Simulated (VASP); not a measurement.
WS2: single point with PBEsol

WS2:

```xyz
3
Lattice="1.5790 0.9116 6.1633 -1.5790 0.9116 6.1633 0.0000 -1.8233 6.1633" Properties=species:S:1:pos:R:3 pbc="T T T"
W     0.0000    0.0000    0.0000
S     0.0000    0.0000    4.6170
S     0.0000    0.0000    7.7473
```

* Program: VASP 6.6.1
* Task: single point
* Functional: PBEsol
* Potentials or basis: VASP PAW PBE potentials, release 64 (W_sv, S)
* Cutoff: 520 eV
* k mesh: 7 × 7 × 7
* Occupations: fermi-dirac, width 0.05 eV
* Spin: no spin polarisation
* Dipole correction: no
* Further INCAR settings: ALGO = Normal; EDIFF = 1e-06; NBANDS = 20

The pressure is -0.5 GPa, the largest force is 0.602 eV/Å and the band gap on the k mesh is 1.11 eV (least direct gap 2.32 eV).

Forces in eV/Å, atoms in the order of the input:
```
W    0.000  0.000  0.602
S    0.000  0.000 -0.250
S    0.000  0.000 -0.352
```

Stress tensor (GPa, compression positive):
```
-0.87  0.00  0.00
 0.00 -0.87  0.00
 0.00  0.00  0.18
```

Levels at points of the mesh, in eV from the valence-band top:
| k point | band 9 | band 10 | band 11 | band 12 | band 13 | band 14 | band 15 | band 16 | band 17 | band 18 |
| --- | --- | --- | --- | --- | --- | --- | --- | --- | --- | --- |
| (0.00, 0.00, 0.00) | -3.51 | -2.26 | -2.26 | -1.54 | -1.20 | 2.22 | 2.22 | 2.58 | 2.58 | 4.67 |

Wall time 2.1 min on 1 thread of Intel(R) Xeon(R) Platinum 8259CL CPU @ 2.50GHz (Skylake/Cascade Lake), on a shared host, peak memory 0.32 GiB.

Caveat: the PAW data sets were made with another functional, which shifts forces and pressure a little; spin-orbit coupling is left out, which moves the levels of the heavy elements; an odd mesh through Γ misses points on the zone boundary, where band edges can lie.
